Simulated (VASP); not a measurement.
# Ti (Fm-3m) in VASP: a series of runs

Ti is run at these levels: PBE; tasks: single point, relaxation of cell and atoms.

All numbers are computed with VASP 6.6.1; they aren't measurements. Logs are shortened: lines on timing, memory, paths and dates and some standing lists are left out, and cuts for length are marked.

### Step 1. The cell of the first run

The structure is cubic, space group Fm-3m (No. 225). Conventional cell: a = 3.800 Å, b = 3.800 Å, c = 3.800 Å, α = 90.00°, β = 90.00°, γ = 90.00°. Within 3.5 Å of Ti (site symmetry m-3m) lie 12 Ti at 2.69 Å.

### Step 2. Single point, PBE

INCAR reads:

```
SYSTEM = Ti
  PREC = Accurate
  ENCUT = 520
  EDIFF = 1E-7
  ISMEAR = -1
  SIGMA = 0.1
  LREAL = .False.
  LASPH = .True.
  NELM = 60
  ALGO = Normal
  ISIF = 2
  LWAVE = .False.
  LCHARG = .True.
  GGA = PE
  LELF = .True.
  LVHAR = .True.
  NBANDS = 12
```

KPOINTS reads:

```
regular mesh
0
Gamma
  17 17 17
  0 0 0
```

POSCAR reads:

```
Ti
1.0
    0.0000000000      1.8998824668      1.8998824668
    1.8998824668      0.0000000000      1.8998824668
    1.8998824668      1.8998824668      0.0000000000
Ti
1
Direct
    0.0000000000      0.0000000000      0.0000000000
```

Potentials or basis: VASP PAW PBE potentials, release 64 (Ti_sv).

The run is started by

```bash
cat potpaw_PBE.64/Ti_sv/POTCAR > POTCAR
mpirun -np 1 vasp_std > vasp.out
```

OUTCAR:

```text
SYSTEM = Ti
   PREC = Accurate
   ENCUT = 520
   EDIFF = 1E-7
   ISMEAR = -1
   LREAL = .False.
   LASPH = .True.
   NELM = 60
   ISIF = 2
   GGA = PE

 ion  position               nearest neighbor table
   1  0.000  0.000  0.000-

  LATTYP: Found a face centered cubic cell.
 ALAT       =     3.7997649336

  Lattice vectors:

 A1 = (   0.0000000000,   1.8998824668,   1.8998824668)
 A2 = (   1.8998824668,   0.0000000000,   1.8998824668)
 A3 = (   1.8998824668,   1.8998824668,   0.0000000000)

Analysis of symmetry for initial positions (statically):
=====================================================================
 Subroutine PRICEL returns:
 Original cell was already a primitive cell.

 Routine SETGRP: Setting up the symmetry group for a
 face centered cubic supercell.

 Subroutine GETGRP returns: Found 48 space group operations
 (whereof 48 operations were pure point group operations)
 out of a pool of 48 trial point group operations.

The static configuration has the point symmetry O_h .

Analysis of symmetry for dynamics (positions and initial velocities):
=====================================================================
 Subroutine PRICEL returns:
 Original cell was already a primitive cell.

 Routine SETGRP: Setting up the symmetry group for a
 face centered cubic supercell.

 Subroutine GETGRP returns: Found 48 space group operations
 (whereof 48 operations were pure point group operations)
 out of a pool of 48 trial point group operations.

The dynamic configuration has the point symmetry O_h .

 Subroutine INISYM returns: Found 48 space group operations
 (whereof 48 operations are pure point group operations),
 and found     1 'primitive' translations

----------------------------------------------------------------------------------------

                                     Primitive cell

  volume of cell :      13.7155

  direct lattice vectors                    reciprocal lattice vectors
     0.000000000  1.899882467  1.899882467    -0.263174175  0.263174175  0.263174175
     1.899882467  0.000000000  1.899882467     0.263174175 -0.263174175  0.263174175
     1.899882467  1.899882467  0.000000000     0.263174175  0.263174175 -0.263174175

  length of vectors
     2.686839551  2.686839551  2.686839551     0.455831042  0.455831042  0.455831042

  position of ions in fractional coordinates (direct lattice)
     0.000000000  0.000000000  0.000000000

  ion indices of the primitive-cell ions
   primitive index   ion index
                 1           1

----------------------------------------------------------------------------------------

 KPOINTS: regular mesh

Automatic generation of k-mesh.
 Grid dimensions read from file:
 generate k-points for:   17   17   17

 Generating k-lattice:

  Cartesian coordinates                     Fractional coordinates (reciprocal lattice)
    -0.015480834  0.015480834  0.015480834     0.058823529  0.000000000  0.000000000
     0.015480834 -0.015480834  0.015480834     0.000000000  0.058823529  0.000000000
     0.015480834  0.015480834 -0.015480834     0.000000000  0.000000000  0.058823529

  Length of vectors
     0.026813591  0.026813591  0.026813591

  Shift w.r.t. Gamma in fractional coordinates (k-lattice)
     0.000000000  0.000000000  0.000000000

 Subroutine IBZKPT returns following result:
 ===========================================

 Found    165 irreducible k-points:

 Following reciprocal coordinates:
            Coordinates               Weight
  0.000000  0.000000  0.000000      1.000000
  0.058824  0.000000  0.000000      8.000000
  0.117647  0.000000  0.000000      8.000000
  0.176471  0.000000  0.000000      8.000000
  0.235294  0.000000  0.000000      8.000000
  0.294118  0.000000  0.000000      8.000000
[... 16 lines left out ...]
 -0.176471  0.058824  0.000000     24.000000
 -0.117647  0.058824  0.000000     24.000000
 [... further k-points ...]
   k-points           NKPTS =    165   k-points in BZ     NKDIM =    165   number of bands    NBANDS=     12
   number of dos      NEDOS =    301   number of ions     NIONS =      1
   total plane-waves  NPLWV =   8000
   dimension x,y,z NGX =    20 NGY =   20 NGZ =   20
   dimension x,y,z NGXF=    40 NGYF=   40 NGZF=   40
   ions per type =               1
   NGX,Y,Z   is equivalent  to a cutoff of  12.37, 12.37, 12.37 a.u.
   NGXF,Y,Z  is equivalent  to a cutoff of  24.75, 24.75, 24.75 a.u.
 SYSTEM =  Ti
   PREC   = accura    normal or accurate (medium, high low for compatibility)
   ISTART =      0    job   : 0-new  1-cont  2-samecut
   ICHARG =      2    charge: 1-file 2-atom 10-const
   ISPIN  =      1    spin polarized calculation?
   LNONCOLLINEAR =      F non collinear calculations
   LSORBIT =      F    spin-orbit coupling
   LASPH  =      T    aspherical Exc in radial PAW
   ENCUT  =  520.0 eV  38.22 Ry    6.18 a.u.   5.00  5.00  5.00*2*pi/ulx,y,z
   NELM   =     60;   NELMIN=  2; NELMDL= -5     # of ELM steps
   EDIFF  = 0.1E-06   stopping-criterion for ELM
   LREAL  =      F    real-space projection
   EDIFFG = 0.1E-05   stopping-criterion for IOM
   NSW    =      0    number of steps for IOM
   IBRION =     -1    ionic relax: 0-MD 1-quasi-New 2-CG
   NFREE  =      0    steps in history (QN), initial steepest desc. (CG)
   ISIF   =      2    stress and relaxation
   ISYM   =      2    0-nonsym 1-usesym 2-fastsym
   POTIM  = 0.5000    time-step for ionic-motion
   TEBEG  =    0.0;   TEEND  =   0.0 temperature during run
   PSTRESS=    0.0 pullay stress
   NELECT =      12.0000    total number of electrons
   NUPDOWN=      -1.0000    fix difference up-down
   EMIN   =  10.00;   EMAX   =-10.00  energy-range for DOS
   EFERMI =   0.00;   METHOD = LEGACY
   ISMEAR =    -1;   SIGMA  =   0.10  broadening in eV -4-tet -1-fermi 0-gaus
   EFERMI_NEDOS =   21; number of points for ismear=-14 and -15
   IALGO  =     38    algorithm
   IMIX   =      4    mixing-type and parameters
     AMIX     =   0.40;   BMIX     =  1.00
     AMIX_MAG =   1.60;   BMIX_MAG =  1.00
  volume/ion in A,a.u.               =      13.72        92.56
  Fermi-wavevector in a.u.,A,eV,Ry     =   1.565784  2.958903 33.357124  2.451679
  Thomas-Fermi vector in A             =   2.668209
   LORBIT       =      0    0 simple, 1 ext, 2 COOP (PROOUT), +10 PAW based schemes
   GGA     = PE    functional components
[... 5 lines left out ...]
 non-spin polarized calculation
  energy-cutoff  :      520.00
  volume of cell :       13.72
 maximum number of plane-waves:       379
   NGX =  9   NGY =  9   NGZ =  9

 number of electron      11.9999998 magnetization

 Free energy of the ion-electron system (eV)
  ---------------------------------------------------
  ext. energy  EPLUGINS =         0.00000000
  ---------------------------------------------------
  free energy    TOTEN  =        -7.44501956 eV

  energy without entropy =       -7.40283985  energy(sigma->0) =       -7.42392971

 E-fermi :  10.9900     XC(G=0): -12.6569

 val. band max:       10.9794933599   @ k =  -0.2941   0.0588   0.0000
 cond. band min:      11.0011377202   @ k =  -0.2353   0.2353   0.0000
 fundamental gap:      0.0216443603
 Fermi energy:        10.9899769060

 k-point     1 :       0.0000    0.0000    0.0000
  band No.  band energies     occupation
      1     -45.4103      2.00000
      2     -20.8606      2.00000
      3     -20.8606      2.00000
      4     -20.8606      2.00000
      5       4.4278      2.00000
      6      11.9606      0.00012
      7      11.9606      0.00012
      8      11.9606      0.00012
      9      14.1988      0.00000
     10      14.1988      0.00000
     11      27.5516      0.00000
     12      33.2434      0.00000

 k-point     2 :       0.0588    0.0000    0.0000
  band No.  band energies     occupation
      1     -45.4002      2.00000
      2     -20.9109      2.00000
      3     -20.8665      2.00000
      4     -20.8665      2.00000
      5       4.5700      2.00000
      6      11.8646      0.00032
      7      12.0158      0.00007
      8      12.0158      0.00007
      9      14.1586      0.00000
     10      14.1586      0.00000
     11      27.7309      0.00000
     12      32.2602      0.00000

 k-point     3 :       0.1176    0.0000    0.0000
  band No.  band energies     occupation
      1     -45.3710      2.00000
      2     -21.0536      2.00000
      3     -20.8832      2.00000
      4     -20.8832      2.00000
      5       4.9809      2.00000
      6      11.6120      0.00397
      7      12.1562      0.00002
      8      12.1562      0.00002
      9      14.0714      0.00000
     10      14.0714      0.00000
     11      28.1721      0.00000
     12      30.5169      0.00000

 k-point     4 :       0.1765    0.0000    0.0000
  band No.  band energies     occupation
      1     -45.3264      2.00000
      2     -21.2664      2.00000
      3     -20.9084      2.00000
      4     -20.9084      2.00000
      5       5.6092      2.00000
      6      11.2953      0.09019
      7      12.2965      0.00000
      8      12.2965      0.00000
      9      14.0408      0.00000
     10      14.0408      0.00000
     11      28.3718      0.00000
     12      29.0095      0.00000

 k-point     5 :       0.2353    0.0000    0.0000
  band No.  band energies     occupation
      1     -45.2721      2.00000
      2     -21.5176      2.00000
      3     -20.9386      2.00000
      4     -20.9386      2.00000
      5       6.3575      2.00000
      6      11.0429      0.74134
      7      12.3157      0.00000
      8      12.3157      0.00000
      9      14.2016      0.00000
     10      14.2016      0.00000
     11      26.9591      0.00000
     12      28.8595      0.00000

 k-point     6 :       0.2941    0.0000    0.0000
  band No.  band energies     occupation
      1     -45.2153      2.00000
      2     -21.7721      2.00000
      3     -20.9696      2.00000
      4     -20.9696      2.00000
      5       7.0629      2.00000
      6      11.0134      0.88336
      7      12.1938      0.00001
      8      12.1938      0.00001
      9      14.5687      0.00000
     10      14.5687      0.00000
     11      25.4200      0.00000
     12      28.4292      0.00000

 k-point     7 :       0.3529    0.0000    0.0000
  band No.  band energies     occupation
      1     -45.1637      2.00000
      2     -21.9965      2.00000
      3     -20.9973      2.00000
      4     -20.9973      2.00000
      5       7.5374      2.00000
      6      11.3361      0.06088
      7      12.0195      0.00007
      8      12.0195      0.00007
      9      15.0205      0.00000
     10      15.0205      0.00000
     11      23.9926      0.00000
     12      27.7568      0.00000

 k-point     8 :       0.4118    0.0000    0.0000
  band No.  band energies     occupation
      1     -45.1245      2.00000
      2     -22.1629      2.00000
      3     -21.0181      2.00000
      4     -21.0181      2.00000
      5       7.7409      2.00000
      6      11.8700      0.00030
      7      11.8700      0.00030
      8      11.9104      0.00020
      9      15.4200      0.00000
     10      15.4200      0.00000
     11      22.7909      0.00000
     12      27.1682      0.00000
[... 166 lines left out ...]
 k-point    20 :      -0.3529    0.0588    0.0000
  band No.  band energies     occupation
      1     -45.1438      2.00000
      2     -22.0487      2.00000
      3     -21.0543      2.00000
      4     -20.9969      2.00000
      5       7.7450      2.00000
      6      11.3551      0.05062
      7      11.8876      0.00025
      8      12.0320      0.00006
      9      14.9161      0.00000
     10      15.5811      0.00000
     11      23.5930      0.00000
     12      27.6296      0.00000

 k-point    21 :      -0.2941    0.0588    0.0000
  band No.  band energies     occupation
      1     -45.1913      2.00000
      2     -21.8468      2.00000
      3     -21.0313      2.00000
      4     -20.9662      2.00000
      5       7.3653      2.00000
      6      10.9795      1.05237
      7      12.0494      0.00005
      8      12.2098      0.00001
      9      14.4037      0.00000
     10      15.1396      0.00000
     11      24.9936      0.00000
     12      28.2672      0.00000

 k-point    22 :      -0.2353    0.0588    0.0000
  band No.  band energies     occupation
      1     -45.2464      2.00000
      2     -21.6065      2.00000
      3     -21.0001      2.00000
      4     -20.9338      2.00000
      5       6.7165      2.00000
      6      10.9168      1.35028
      7      12.2276      0.00001
      8      12.3767      0.00000
      9      13.9584      0.00000
     10      14.6991      0.00000
     11      26.5071      0.00000
     12      28.8004      0.00000

 k-point    23 :      -0.1765    0.0588    0.0000
  band No.  band energies     occupation
      1     -45.3015      2.00000
      2     -21.3591      2.00000
      3     -20.9645      2.00000
      4     -20.9040      2.00000
      5       5.9633      2.00000
      6      11.1141      0.44839
      7      12.3138      0.00000
      8      12.4078      0.00000
      9      13.7448      0.00000
     10      14.3794      0.00000
     11      28.0401      0.00000
     12      28.9550      0.00000

 k-point    24 :      -0.1176    0.0588    0.0000
  band No.  band energies     occupation
      1     -45.3493      2.00000
      2     -21.1393      2.00000
      3     -20.9284      2.00000
      4     -20.8810      2.00000
      5       5.2870      2.00000
      6      11.4183      0.02722
      7      12.2582      0.00001
      8      12.2634      0.00001
      9      13.8129      0.00000
     10      14.2386      0.00000
     11      28.4420      0.00000
     12      29.8390      0.00000

 [... further k-points ...]
[... 5 lines left out ...]
  --------------------------------------------------------------------------------------
  -------------------------------------------------------------------------------------
  Total        3.1889050      3.1889050      3.1889050      0.0000000      0.0000000      0.0000000
  in kB      372.5134576    372.5134576    372.5134576      0.0000000      0.0000000      0.0000000
  external PRESSURE =     372.5134576 kB  Pullay stress =       0.0000000 kB

 VOLUME and BASIS-vectors are now :
 -----------------------------------------------------------------------------
  energy-cutoff  :      520.00
  volume of cell :       13.72
      direct lattice vectors                 reciprocal lattice vectors
     0.000000000  1.899882467  1.899882467    -0.263174175  0.263174175  0.263174175
     1.899882467  0.000000000  1.899882467     0.263174175 -0.263174175  0.263174175
     1.899882467  1.899882467  0.000000000     0.263174175  0.263174175 -0.263174175

 POSITION                                       TOTAL-FORCE (eV/Angst)
 -----------------------------------------------------------------------------------
      0.00000      0.00000      0.00000         0.000000      0.000000      0.000000
 -----------------------------------------------------------------------------------
    total drift:                                0.000000      0.000000      0.000000

  FREE ENERGIE OF THE ION-ELECTRON SYSTEM (eV)
  ---------------------------------------------------
  free  energy   TOTEN  =        -7.4450195636 eV

  energy  without entropy=       -7.4028398523  energy(sigma->0) =       -7.42392971
```

It took 40 s on 1 thread of Intel Xeon 6975P-C, shared host; peak memory 0.14 GiB.

Results:

| Property | Result |
| --- | --- |
| Free energy | -7.4450 eV |
| Pressure | 37.3 GPa |
| Band gap on the k mesh | zero (band 6 reaches 11.96 eV, above the bottom of band 7 at 10.42 eV) |

### Step 3. Single point, PBE

This run uses another cell than the first one, of 17.42 Å³/atom, 1.270 times its volume.

INCAR reads:

```
ALGO = Normal ; EDIFF = 1E-7
ENCUT = 520 ; GGA = PE
ISIF = 2 ; ISMEAR = -1
LASPH = T ; LCHARG = F
LREAL = F ; LWAVE = F
NBANDS = 12 ; NELM = 60
PREC = Accurate ; SIGMA = 0.1
```

KPOINTS reads:

```
k-points
0
Gamma
  17 17 17
```

POSCAR reads:

```
Ti
1.0
    0.0000000000      2.0576808005      2.0576808005
    2.0576808005      0.0000000000      2.0576808005
    2.0576808005      2.0576808005      0.0000000000
Ti
1
Direct
    0.0000000000      0.0000000000      0.0000000000
```

Potentials or basis: VASP PAW PBE potentials, release 64 (Ti_sv).

The run is started by

```bash
cat potpaw_PBE.64/Ti_sv/POTCAR > POTCAR
mpirun -np 1 vasp_std > vasp.out
```

It took 48 s on 1 thread of Intel Xeon 6975P-C, shared host; peak memory 0.16 GiB.

Results (log left out):

- Free energy: -7.8064 eV
- Pressure: -0.3 GPa
- Band gap on the k mesh: zero (band 6 reaches 9.06 eV, above the bottom of band 7 at 7.72 eV)

Levels at points of the mesh, in eV from the Fermi level:
```
           k point  band 3  band 4  band 5  band 6  band 7  band 8  band 9  band 10
(0.00, 0.00, 0.00)  -32.58  -32.58   -6.09    0.87    0.87    0.87    2.50     2.50
```

(Continued in part 2 of 2.)
